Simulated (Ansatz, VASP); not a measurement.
# Sn3C: VASP beside Ansatz

The input INCAR:

```
SYSTEM = Sn3C
  PREC = Accurate
  ENCUT = 520
  EDIFF = 1E-6
  ISMEAR = 0
  SIGMA = 0.1
  LREAL = .FALSE.
  LASPH = .TRUE.
  NELM = 60
  ALGO = Normal
  ISIF = 2
  LWAVE = .FALSE.
  LCHARG = .FALSE.
  GGA = PE
  NBANDS = 31
```

Contents of KPOINTS:

```
regular mesh
0
G
  4 4 4
  0 0 0
```

File POSCAR:

```
Sn3C
1.0
   -3.0051834300      3.0051834300      3.0051834300
    3.0051834300     -3.0051834300      3.0051834300
    3.0051834300      3.0051834300     -3.0051834300
Sn C
3 1
Direct
    0.0000000000      0.5000000000      0.5000000000
    0.5000000000      0.0000000000      0.5000000000
    0.5000000000      0.5000000000      0.0000000000
    0.0000000000      0.0000000000      0.0000000000
```

Input for Ansatz:

```yaml
crystal:
  lattice:
    - [-3.00518343, 3.00518343, 3.00518343]
    - [3.00518343, -3.00518343, 3.00518343]
    - [3.00518343, 3.00518343, -3.00518343]
  atoms:
    - { symbol: Sn, position: [0.0, 0.5, 0.5] }
    - { symbol: Sn, position: [0.5, 0.0, 0.5] }
    - { symbol: Sn, position: [0.5, 0.5, 0.0] }
    - { symbol: C, position: [0.0, 0.0, 0.0] }
basis:
  ecutwfc: 420
kpoints:
  mp_grid: { grid: [4, 4, 4] }
hamiltonian:
  xc: pbe
scf:
  occupations: { method: gaussian, width: 0.1 }
  lower_state_search: "off"
output:
  forces: true
  stress: true
  eigenvalues: true
```

Alike in both runs: task single point; functional PBE; k mesh 4 × 4 × 4; occupations gaussian, width 0.1 eV; no spin polarisation.

|  | VASP | Ansatz |
| --- | --- | --- |
| version | VASP 6.6.1 | Ansatz 0.2.0 |
| potentials or method | VASP PAW PBE potentials, release 64 (Sn_d, C), cutoff 520 eV | scalar-relativistic, plane waves, PAW |
| valence electrons in the cell | 46 | 46 |

Ansatz gave:

- gap on the k mesh at the Fermi level (eV): none
- pressure (GPa): -5.9

**Question.** Which values does VASP return?

**Answer.** gap on the k mesh at the Fermi level (eV): none; pressure (GPa): -6.0.

A gap of «none» marks a metal or a gap that the smearing closes. With one functional, cell and mesh, what is left measures potentials, basis and numerics.

The k mesh is coarse, so the values compare programs but aren't converged.
